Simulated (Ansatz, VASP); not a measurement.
# FeClO in VASP and in Ansatz

File INCAR:

```
SYSTEM = FeClO
PREC = Accurate ; ENCUT = 520
EDIFF = 1E-6 ; ISMEAR = 0
SIGMA = 0.05 ; LREAL = .FALSE.
LASPH = .TRUE. ; NELM = 150
ALGO = Normal ; ISIF = 2
LWAVE = .FALSE. ; LCHARG = .FALSE.
ISPIN = 2 ; MAGMOM = 3.15 3.12 -0.14 -0.06 -0.31 -0.02
LORBIT = 11 ; LMAXMIX = 4
LDAU = .TRUE. ; LDAUTYPE = 2
LDAUL = 2 -1 -1 ; LDAUU = 6 0 0
LDAUJ = 0 0 0 ; LDAUPRINT = 1
GGA = CA ; NBANDS = 34
```

File KPOINTS:

```
Automatic mesh
0
G
  6 5 3
  0 0 0
```

File POSCAR:

```
FeClO
1.0
    3.3000005800      0.0000000000      0.0000000000
    0.0000000000      3.7500006600      0.0000000000
    0.0000000000      0.0000000000      7.6500013500
Fe Cl O
2 2 2
Direct
    0.5000000000      0.0000000000      0.0970000000
    0.0000000000      0.5000000000      0.9030000000
    0.0000000000      0.0000000000      0.3050000000
    0.5000000000      0.5000000000      0.6950000000
    0.0000000000      0.0000000000      0.9170000000
    0.5000000000      0.5000000000      0.0830000000
```

Input for Ansatz:

```yaml
crystal:
  lattice:
    - [3.30000058, 0.0, 0.0]
    - [0.0, 3.75000066, 0.0]
    - [0.0, 0.0, 7.65000135]
  atoms:
    - { symbol: Fe, position: [0.5, 0.0, 0.097], spin: 1.0 }
    - { symbol: Fe, position: [0.0, 0.5, 0.903], spin: 3.0 }
    - { symbol: Cl, position: [0.0, 0.0, 0.305] }
    - { symbol: Cl, position: [0.5, 0.5, 0.695] }
    - { symbol: O, position: [0.0, 0.0, 0.917] }
    - { symbol: O, position: [0.5, 0.5, 0.083] }
basis:
  ecutwfc: 420
  ecutrho_ratio: 4
kpoints:
  mp_grid: { grid: [6, 5, 3] }
hamiltonian:
  xc: lda
  hubbard:
    sites:
      - { site: 0, l: d, u_eff: 6.0, starting_ns: [{ spin: up, occupation_matrix: s0up }, { spin: down, occupation_matrix: s0down }] }
      - { site: 1, l: d, u_eff: 6.0, starting_ns: [{ spin: up, occupation_matrix: s1up }, { spin: down, occupation_matrix: s1down }] }
    occupation_matrices:
      s0up:
        matrix:
          - [0.97, 0.0, 0.0, 0.0, 0.0]
          - [0.0, 0.02, 0.0, 0.0, 0.0]
          - [0.0, 0.0, 0.97, 0.0, 0.0]
          - [0.0, 0.0, 0.0, 0.02, 0.0]
          - [0.0, 0.0, 0.0, 0.0, 0.97]
      s0down:
        matrix:
          - [0.97, 0.0, 0.0, 0.0, 0.0]
          - [0.0, 0.02, 0.0, 0.0, 0.0]
          - [0.0, 0.0, 0.02, 0.0, 0.0]
          - [0.0, 0.0, 0.0, 0.97, 0.0]
          - [0.0, 0.0, 0.0, 0.0, 0.02]
      s1up:
        matrix:
          - [0.02, 0.0, 0.0, 0.0, 0.0]
          - [0.0, 0.97, 0.0, 0.0, 0.0]
          - [0.0, 0.0, 0.97, 0.0, 0.0]
          - [0.0, 0.0, 0.0, 0.97, 0.0]
          - [0.0, 0.0, 0.0, 0.0, 0.97]
      s1down:
        matrix:
          - [0.02, 0.0, 0.0, 0.0, 0.0]
          - [0.0, 0.02, 0.0, 0.0, 0.0]
          - [0.0, 0.0, 0.97, 0.0, 0.0]
          - [0.0, 0.0, 0.0, 0.02, 0.0]
          - [0.0, 0.0, 0.0, 0.0, 0.02]
    ns_hold: until_converged
scf:
  occupations: { method: gaussian, width: 0.05 }
  lower_state_search: "off"
  max_iter: 150
output:
  forces: true
  stress: true
  eigenvalues: true
  populations: true
  hubbard: { sites: [{ site: 0, l: d }, { site: 1, l: d }] }
magnetization:
  spin_polarized: true
```

Alike in both runs: task single point; functional LDA; k mesh 6 × 5 × 3; occupations gaussian, width 0.05 eV; collinear spin; Hubbard terms Fe d U = 6.0 eV.

|  | VASP | Ansatz |
| --- | --- | --- |
| version | VASP 6.6.1 | Ansatz 0.2.0 |
| potentials or method | VASP PAW LDA potentials, release 64 (Fe, Cl, O), cutoff 520 eV | scalar-relativistic, plane waves, PAW |
| valence electrons in the cell | 42 | 58 |

Ansatz gave:

```
pressure (GPa)                                                : 2.9
traceless stress, the component that is largest in VASP (GPa) : 3.17
rms of the force components (eV/Å)                            : 0.571
net moment per atom (μB)                                      : 1.00
size of the moment on the site where the two differ most (μB) : 2.84
```

Task: Which values does VASP return?

Result: Pressure (GPa): 3.1; traceless stress, the component that is largest in VASP (GPa): 3.97; rms of the force components (eV/Å): 0.602; net moment per atom (μB): 1.67; size of the moment on the site where the two differ most (μB): 4.36.

The net moments are unlike, so the other rows may belong to different states. LDA's correlation is that of Perdew and Zunger in VASP and of Perdew and Wang (1992) in Ansatz. Site moments also hang on the region over which each program counts them. The programs project onto different local orbitals, so the same U acts differently, and such runs can settle in different states. Atom by atom the forces differ by 0.183 eV/Å (rms over components). VASP's potentials hold 42 valence electrons a cell and Ansatz's 58, so a difference there can come from the potentials and not from the codes. Ansatz's warnings: filled band counts differ across k points, specified occupation not kept.
